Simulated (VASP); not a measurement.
# KMgF3 (Pm-3m) in VASP: notebook

KMgF3 is run at these levels: PBE, LDA; tasks: single point.

All numbers are computed with VASP 6.6.1; they aren't measurements. Logs are shortened: lines on timing, memory, paths and dates and some standing lists are left out, and cuts for length are marked.

**1. The cell of the first run**

It takes space group Pm-3m (No. 221, cubic). The conventional cell has a = 3.986 Å, b = 3.986 Å, c = 3.986 Å, α = 90.00°, β = 90.00°, γ = 90.00°. Within 3.7 Å of K (site symmetry m-3m) lie 12 F at 2.82 Å and 8 Mg at 3.45 Å. Mg (site symmetry m-3m) has 6 F at 1.99 Å within 2.6 Å. F (site symmetry 4/mmm) has 2 Mg at 1.99 Å within 2.6 Å.

**2. Single point, PBE**

INCAR

```
PREC = Accurate
ENCUT = 520
EDIFF = 1E-6
ISMEAR = -1
SIGMA = 0.03
LREAL = F
LASPH = T
NELM = 100
ALGO = Normal
ISIF = 2
LWAVE = F
LCHARG = F
GGA = PE
NBANDS = 24
```

KPOINTS

```
regular mesh
0
Gamma
  6 6 6
```

POSCAR

```
KMgF3
1.0
    3.9859000000      0.0000000000      0.0000000000
    0.0000000000      3.9859000000      0.0000000000
    0.0000000000      0.0000000000      3.9859000000
K Mg F
1 1 3
Direct
    0.5000000000      0.5000000000      0.5000000000
    0.0000000000      0.0000000000      0.0000000000
    0.5000000000      0.0000000000      0.0000000000
    0.0000000000      0.5000000000      0.0000000000
    0.0000000000      0.0000000000      0.5000000000
```

Potentials or basis: VASP PAW PBE potentials, release 64 (K_sv, Mg, F).

Run with:

```console
> cat potpaw_PBE.64/K_sv/POTCAR potpaw_PBE.64/Mg/POTCAR potpaw_PBE.64/F/POTCAR > POTCAR
> mpirun -np 1 vasp_std > vasp.out
```

OUTCAR:

```text
PREC = Accurate
   ENCUT = 520
   EDIFF = 1E-6
   ISMEAR = -1
   LREAL = F
   LASPH = T
   NELM = 100
   ISIF = 2
   GGA = PE

 ion  position               nearest neighbor table
   1  0.500  0.500  0.500-   3 2.82   4 2.82   5 2.82   3 2.82   4 2.82   3 2.82   5 2.82   3 2.82
                             4 2.82   5 2.82   4 2.82   5 2.82   2 3.45   2 3.45   2 3.45   2 3.45
   2  0.000  0.000  0.000-   3 1.99   4 1.99   5 1.99   5 1.99   4 1.99   3 1.99   1 3.45   1 3.45
                             1 3.45   1 3.45   1 3.45   1 3.45   1 3.45   1 3.45
   3  0.500  0.000  0.000-   2 1.99   2 1.99   1 2.82   1 2.82   1 2.82   1 2.82
   4  0.000  0.500  0.000-   2 1.99   2 1.99   1 2.82   1 2.82   1 2.82   1 2.82
   5  0.000  0.000  0.500-   2 1.99   2 1.99   1 2.82   1 2.82   1 2.82   1 2.82

  LATTYP: Found a simple cubic cell.
 ALAT       =     3.9859000000

  Lattice vectors:

 A1 = (   3.9859000000,   0.0000000000,   0.0000000000)
 A2 = (   0.0000000000,   3.9859000000,   0.0000000000)
 A3 = (   0.0000000000,   0.0000000000,   3.9859000000)

Analysis of symmetry for initial positions (statically):
=====================================================================
 Subroutine PRICEL returns:
 Original cell was already a primitive cell.

 Routine SETGRP: Setting up the symmetry group for a
 simple cubic supercell.

 Subroutine GETGRP returns: Found 48 space group operations
 (whereof 48 operations were pure point group operations)
 out of a pool of 48 trial point group operations.

The static configuration has the point symmetry O_h .

Analysis of symmetry for dynamics (positions and initial velocities):
=====================================================================
 Subroutine PRICEL returns:
 Original cell was already a primitive cell.

 Routine SETGRP: Setting up the symmetry group for a
 simple cubic supercell.

 Subroutine GETGRP returns: Found 48 space group operations
 (whereof 48 operations were pure point group operations)
 out of a pool of 48 trial point group operations.

The dynamic configuration has the point symmetry O_h .

 Subroutine INISYM returns: Found 48 space group operations
 (whereof 48 operations are pure point group operations),
 and found     1 'primitive' translations

----------------------------------------------------------------------------------------

                                     Primitive cell

  volume of cell :      63.3256

  direct lattice vectors                    reciprocal lattice vectors
     3.985900000  0.000000000  0.000000000     0.250884367  0.000000000  0.000000000
     0.000000000  3.985900000  0.000000000     0.000000000  0.250884367  0.000000000
     0.000000000  0.000000000  3.985900000     0.000000000  0.000000000  0.250884367

  length of vectors
     3.985900000  3.985900000  3.985900000     0.250884367  0.250884367  0.250884367

  position of ions in fractional coordinates (direct lattice)
     0.500000000  0.500000000  0.500000000
     0.000000000  0.000000000  0.000000000
     0.500000000  0.000000000  0.000000000
     0.000000000  0.500000000  0.000000000
     0.000000000  0.000000000  0.500000000

  ion indices of the primitive-cell ions
   primitive index   ion index
                 1           1
                 2           2
                 3           3
                 4           4
                 5           5

----------------------------------------------------------------------------------------

 KPOINTS: regular mesh

Automatic generation of k-mesh.
 Grid dimensions read from file:
 generate k-points for:    6    6    6

 Generating k-lattice:

  Cartesian coordinates                     Fractional coordinates (reciprocal lattice)
     0.041814061  0.000000000  0.000000000     0.166666667  0.000000000  0.000000000
     0.000000000  0.041814061  0.000000000     0.000000000  0.166666667  0.000000000
     0.000000000  0.000000000  0.041814061     0.000000000  0.000000000  0.166666667

  Length of vectors
     0.041814061  0.041814061  0.041814061

  Shift w.r.t. Gamma in fractional coordinates (k-lattice)
     0.000000000  0.000000000  0.000000000

 Subroutine IBZKPT returns following result:
 ===========================================

 Found     20 irreducible k-points:

 Following reciprocal coordinates:
            Coordinates               Weight
  0.000000  0.000000  0.000000      1.000000
  0.166667  0.000000  0.000000      6.000000
  0.333333  0.000000  0.000000      6.000000
  0.500000  0.000000  0.000000      3.000000
  0.166667  0.166667  0.000000     12.000000
  0.333333  0.166667  0.000000     24.000000
[... 12 lines left out ...]
  0.500000  0.500000  0.333333      6.000000
  0.500000  0.500000  0.500000      1.000000
   k-points           NKPTS =     20   k-points in BZ     NKDIM =     20   number of bands    NBANDS=     24
   number of dos      NEDOS =    301   number of ions     NIONS =      5
   total plane-waves  NPLWV =  27000
   dimension x,y,z NGX =    30 NGY =   30 NGZ =   30
   dimension x,y,z NGXF=    60 NGYF=   60 NGZF=   60
   ions per type =               1   1   3
   NGX,Y,Z   is equivalent  to a cutoff of  12.51, 12.51, 12.51 a.u.
   NGXF,Y,Z  is equivalent  to a cutoff of  25.03, 25.03, 25.03 a.u.
 SYSTEM =  unknown system
   PREC   = accura    normal or accurate (medium, high low for compatibility)
   ISTART =      0    job   : 0-new  1-cont  2-samecut
   ICHARG =      2    charge: 1-file 2-atom 10-const
   ISPIN  =      1    spin polarized calculation?
   LNONCOLLINEAR =      F non collinear calculations
   LSORBIT =      F    spin-orbit coupling
   LASPH  =      T    aspherical Exc in radial PAW
   ENCUT  =  520.0 eV  38.22 Ry    6.18 a.u.   7.41  7.41  7.41*2*pi/ulx,y,z
   NELM   =    100;   NELMIN=  2; NELMDL= -5     # of ELM steps
   EDIFF  = 0.1E-05   stopping-criterion for ELM
   LREAL  =      F    real-space projection
   EDIFFG = 0.1E-04   stopping-criterion for IOM
   NSW    =      0    number of steps for IOM
   IBRION =     -1    ionic relax: 0-MD 1-quasi-New 2-CG
   NFREE  =      0    steps in history (QN), initial steepest desc. (CG)
   ISIF   =      2    stress and relaxation
   ISYM   =      2    0-nonsym 1-usesym 2-fastsym
   POTIM  = 0.5000    time-step for ionic-motion
   TEBEG  =    0.0;   TEEND  =   0.0 temperature during run
   PSTRESS=    0.0 pullay stress
   NELECT =      32.0000    total number of electrons
   NUPDOWN=      -1.0000    fix difference up-down
   EMIN   =  10.00;   EMAX   =-10.00  energy-range for DOS
   EFERMI =   0.00;   METHOD = LEGACY
   ISMEAR =    -1;   SIGMA  =   0.03  broadening in eV -4-tet -1-fermi 0-gaus
   EFERMI_NEDOS =   21; number of points for ismear=-14 and -15
   IALGO  =     38    algorithm
   IMIX   =      4    mixing-type and parameters
     AMIX     =   0.40;   BMIX     =  1.00
     AMIX_MAG =   1.60;   BMIX_MAG =  1.00
  volume/ion in A,a.u.               =      12.67        85.47
  Fermi-wavevector in a.u.,A,eV,Ry     =   1.303962  2.464132 23.134232  1.700318
  Thomas-Fermi vector in A             =   2.434930
   LORBIT       =      0    0 simple, 1 ext, 2 COOP (PROOUT), +10 PAW based schemes
   GGA     = PE    functional components
   LHFCALC =     F    Hartree Fock is set to
   AEXX    =    0.0000 exact exchange contribution
   IVDW    =     0    specifies the selected vdW correction
   LEPSILON=     F    determine dielectric tensor
   LRPA    =     F    only Hartree local field effects (RPA)
 non-spin polarized calculation
  energy-cutoff  :      520.00
  volume of cell :       63.33
 maximum number of plane-waves:      1743
 NGX is ok and might be reduce to    30
   NGX = 15   NGY = 15   NGZ = 15

 number of electron      31.9999958 magnetization

 Free energy of the ion-electron system (eV)
  ---------------------------------------------------
  ext. energy  EPLUGINS =         0.00000000
  ---------------------------------------------------
  free energy    TOTEN  =       -24.41464464 eV

  energy without entropy =      -24.41464464  energy(sigma->0) =      -24.41464464

 E-fermi :  -0.9667     XC(G=0):  -9.6841

 val. band max:       -1.6009110945   @ k =   0.5000   0.5000   0.5000
 cond. band min:       5.7036738943   @ k =   0.0000   0.0000   0.0000
 fundamental gap:      7.3045849888
 Fermi energy:        -0.9666528259

 k-point     1 :       0.0000    0.0000    0.0000
  band No.  band energies     occupation
      1     -27.2549      2.00000
      2     -21.7200      2.00000
      3     -21.0665      2.00000
      4     -21.0665      2.00000
      5     -10.7471      2.00000
      6     -10.7471      2.00000
[... 16 lines left out ...]
     23      12.4126      0.00000
     24      15.3208      0.00000

 k-point     2 :       0.1667    0.0000    0.0000
  band No.  band energies     occupation
      1     -27.2479      2.00000
      2     -21.6901      2.00000
      3     -21.1033      2.00000
      4     -21.0637      2.00000
      5     -10.7434      2.00000
      6     -10.7334      2.00000
[... 16 lines left out ...]
     23      12.4080      0.00000
     24      15.1940      0.00000

 k-point     3 :       0.3333    0.0000    0.0000
  band No.  band energies     occupation
      1     -27.2337      2.00000
      2     -21.6162      2.00000
      3     -21.1911      2.00000
      4     -21.0596      2.00000
      5     -10.7362      2.00000
      6     -10.7056      2.00000
[... 16 lines left out ...]
     23      12.3623      0.00000
     24      14.7842      0.00000
[... 406 lines left out ...]
 k-point    19 :       0.5000    0.5000    0.3333
  band No.  band energies     occupation
      1     -27.1961      2.00000
      2     -21.2614      2.00000
      3     -21.2534      2.00000
      4     -21.2534      2.00000
      5     -10.9049      2.00000
      6     -10.9049      2.00000
[... 16 lines left out ...]
     23      13.1674      0.00000
     24      13.1674      0.00000

 k-point    20 :       0.5000    0.5000    0.5000
  band No.  band energies     occupation
      1     -27.1927      2.00000
      2     -21.2487      2.00000
      3     -21.2487      2.00000
      4     -21.2487      2.00000
      5     -10.9325      2.00000
      6     -10.9325      2.00000
[... 16 lines left out ...]
     23      13.5612      0.00000
     24      13.5612      0.00000

------------------------ aborting loop because EDIFF is reached ----------------------------------------

  FORCE on cell =-STRESS in cart. coord.  units (eV):
  Direction    XX          YY          ZZ          XY          YZ          ZX
  --------------------------------------------------------------------------------------
  -------------------------------------------------------------------------------------
  Total        1.3269098      1.3269098      1.3269098     -0.0000000     -0.0000000      0.0000000
  in kB       33.5716576     33.5716576     33.5716576     -0.0000000     -0.0000000      0.0000000
  external PRESSURE =      33.5716576 kB  Pullay stress =       0.0000000 kB

 VOLUME and BASIS-vectors are now :
 -----------------------------------------------------------------------------
  energy-cutoff  :      520.00
  volume of cell :       63.33
      direct lattice vectors                 reciprocal lattice vectors
     3.985900000  0.000000000  0.000000000     0.250884367  0.000000000  0.000000000
     0.000000000  3.985900000  0.000000000     0.000000000  0.250884367  0.000000000
     0.000000000  0.000000000  3.985900000     0.000000000  0.000000000  0.250884367

 POSITION                                       TOTAL-FORCE (eV/Angst)
 -----------------------------------------------------------------------------------
      1.99295      1.99295      1.99295         0.000000      0.000000      0.000000
      0.00000      0.00000      0.00000         0.000000      0.000000      0.000000
      1.99295      0.00000      0.00000         0.000000      0.000000      0.000000
      0.00000      1.99295      0.00000         0.000000      0.000000      0.000000
      0.00000      0.00000      1.99295         0.000000      0.000000      0.000000
 -----------------------------------------------------------------------------------
    total drift:                                0.000000     -0.000000      0.000000

  FREE ENERGIE OF THE ION-ELECTRON SYSTEM (eV)
  ---------------------------------------------------
  free  energy   TOTEN  =       -24.4146446364 eV

  energy  without entropy=      -24.4146446363  energy(sigma->0) =      -24.41464464
```

Wall time 13 s (1 thread of Intel Xeon 6975P-C (Granite Rapids), shared host); peak memory 0.18 GiB.

Results:

| Item | Value |
| --- | --- |
| Free energy | -24.4146 eV |
| Pressure | 3.4 GPa |
| Band gap on the k mesh | 7.30 eV, indirect (least direct gap 7.63 eV) |

A k mesh can miss the band edges. As with any semilocal functional, this PBE gap is likely too small.

**3. Single point, LDA**

Changes to INCAR since step 2:

```diff
@@ -7,3 +7,3 @@
 LASPH = T
-NELM = 100
+NELM = 80
 ALGO = Normal
@@ -12,3 +12,3 @@
 LCHARG = F
-GGA = PE
+GGA = CA
 NBANDS = 24
```

KPOINTS is that of step 2.

POSCAR is that of step 2.

Potentials or basis: VASP PAW LDA potentials, release 64 (K_sv, Mg, F).

Run with:

```console
> cat potpaw_LDA.64/K_sv/POTCAR potpaw_LDA.64/Mg/POTCAR potpaw_LDA.64/F/POTCAR > POTCAR
> mpirun -np 1 vasp_std > vasp.out
```

OUTCAR:

```text
PREC = Accurate
   ENCUT = 520
   EDIFF = 1E-6
   ISMEAR = -1
   LREAL = F
   LASPH = T
   NELM = 80
   ISIF = 2
   GGA = CA

 ion  position               nearest neighbor table
   1  0.500  0.500  0.500-   3 2.82   4 2.82   5 2.82   3 2.82   4 2.82   3 2.82   5 2.82   3 2.82
                             4 2.82   5 2.82   4 2.82   5 2.82   2 3.45   2 3.45   2 3.45   2 3.45
   2  0.000  0.000  0.000-   3 1.99   4 1.99   5 1.99   5 1.99   4 1.99   3 1.99   1 3.45   1 3.45
                             1 3.45   1 3.45   1 3.45   1 3.45   1 3.45   1 3.45
   3  0.500  0.000  0.000-   2 1.99   2 1.99   1 2.82   1 2.82   1 2.82   1 2.82
   4  0.000  0.500  0.000-   2 1.99   2 1.99   1 2.82   1 2.82   1 2.82   1 2.82
   5  0.000  0.000  0.500-   2 1.99   2 1.99   1 2.82   1 2.82   1 2.82   1 2.82

  LATTYP: Found a simple cubic cell.
 ALAT       =     3.9859000000

  Lattice vectors:

 A1 = (   3.9859000000,   0.0000000000,   0.0000000000)
 A2 = (   0.0000000000,   3.9859000000,   0.0000000000)
 A3 = (   0.0000000000,   0.0000000000,   3.9859000000)

Analysis of symmetry for initial positions (statically):
=====================================================================
 Subroutine PRICEL returns:
 Original cell was already a primitive cell.

 Routine SETGRP: Setting up the symmetry group for a
 simple cubic supercell.

 Subroutine GETGRP returns: Found 48 space group operations
 (whereof 48 operations were pure point group operations)
 out of a pool of 48 trial point group operations.

The static configuration has the point symmetry O_h .

Analysis of symmetry for dynamics (positions and initial velocities):
=====================================================================
 Subroutine PRICEL returns:
 Original cell was already a primitive cell.

 Routine SETGRP: Setting up the symmetry group for a
 simple cubic supercell.

 Subroutine GETGRP returns: Found 48 space group operations
 (whereof 48 operations were pure point group operations)
 out of a pool of 48 trial point group operations.
[... 122 lines left out ...]
     AMIX_MAG =   1.60;   BMIX_MAG =  1.00
  volume/ion in A,a.u.               =      12.67        85.47
  Fermi-wavevector in a.u.,A,eV,Ry     =   1.303962  2.464132 23.134232  1.700318
  Thomas-Fermi vector in A             =   2.434930
   LORBIT       =      0    0 simple, 1 ext, 2 COOP (PROOUT), +10 PAW based schemes
   GGA     = CA    functional components
   LHFCALC =     F    Hartree Fock is set to
   AEXX    =    0.0000 exact exchange contribution
   IVDW    =     0    specifies the selected vdW correction
   LEPSILON=     F    determine dielectric tensor
   LRPA    =     F    only Hartree local field effects (RPA)
 non-spin polarized calculation
  energy-cutoff  :      520.00
  volume of cell :       63.33
 maximum number of plane-waves:      1743
 NGX is ok and might be reduce to    30
   NGX = 15   NGY = 15   NGZ = 15

 number of electron      31.9999958 magnetization

 Free energy of the ion-electron system (eV)
  ---------------------------------------------------
  ext. energy  EPLUGINS =         0.00000000
  ---------------------------------------------------
  free energy    TOTEN  =       -27.06674638 eV

  energy without entropy =      -27.06674638  energy(sigma->0) =      -27.06674638

 E-fermi :  -1.2848     XC(G=0): -10.4087

 val. band max:       -1.9940994049   @ k =   0.5000   0.5000   0.5000
 cond. band min:       4.9616802131   @ k =   0.0000   0.0000   0.0000
 fundamental gap:      6.9557796180
 Fermi energy:        -1.2847656612

 k-point     1 :       0.0000    0.0000    0.0000
  band No.  band energies     occupation
      1     -27.1662      2.00000
      2     -21.7208      2.00000
      3     -21.0248      2.00000
      4     -21.0248      2.00000
      5     -10.9084      2.00000
      6     -10.9084      2.00000
[... 529 lines left out ...]
     23      12.7361      0.00000
     24      12.7361      0.00000

------------------------ aborting loop because EDIFF is reached ----------------------------------------

  FORCE on cell =-STRESS in cart. coord.  units (eV):
  Direction    XX          YY          ZZ          XY          YZ          ZX
  --------------------------------------------------------------------------------------
  -------------------------------------------------------------------------------------
  Total       -2.0780530     -2.0780530     -2.0780530      0.0000000      0.0000000     -0.0000000
  in kB      -52.5760553    -52.5760553    -52.5760553      0.0000000      0.0000000     -0.0000000
  external PRESSURE =     -52.5760553 kB  Pullay stress =       0.0000000 kB

 VOLUME and BASIS-vectors are now :
 -----------------------------------------------------------------------------
  energy-cutoff  :      520.00
  volume of cell :       63.33
      direct lattice vectors                 reciprocal lattice vectors
     3.985900000  0.000000000  0.000000000     0.250884367  0.000000000  0.000000000
     0.000000000  3.985900000  0.000000000     0.000000000  0.250884367  0.000000000
     0.000000000  0.000000000  3.985900000     0.000000000  0.000000000  0.250884367

 POSITION                                       TOTAL-FORCE (eV/Angst)
 -----------------------------------------------------------------------------------
      1.99295      1.99295      1.99295         0.000000      0.000000      0.000000
      0.00000      0.00000      0.00000         0.000000      0.000000      0.000000
      1.99295      0.00000      0.00000         0.000000      0.000000      0.000000
      0.00000      1.99295      0.00000         0.000000      0.000000      0.000000
      0.00000      0.00000      1.99295         0.000000      0.000000      0.000000
 -----------------------------------------------------------------------------------
    total drift:                                0.000000     -0.000000      0.000000

  FREE ENERGIE OF THE ION-ELECTRON SYSTEM (eV)
  ---------------------------------------------------
  free  energy   TOTEN  =       -27.0667463758 eV

  energy  without entropy=      -27.0667463758  energy(sigma->0) =      -27.06674638
```

stdout:

```text
POSCAR found type information on POSCAR K MgF
 POSCAR found :  3 types and       5 ions
 scaLAPACK will be used
 LDA part: xc-table for (Slater(with rela. corr.)+CA(PZ))
 , standard interpolation
 POSCAR, INCAR and KPOINTS ok, starting setup
 FFT: planning ... GRIDC
 FFT: planning ... GRID_SOFT
 FFT: planning ... GRID
 WAVECAR not read
 entering main loop
```

Wall time 11 s (1 thread of Intel Xeon 6975P-C (Granite Rapids), shared host); peak memory 0.16 GiB.

What came out:

* Free energy: -27.0667 eV
* Pressure: -5.3 GPa
* Band gap on the k mesh: 6.96 eV, indirect (least direct gap 7.28 eV)
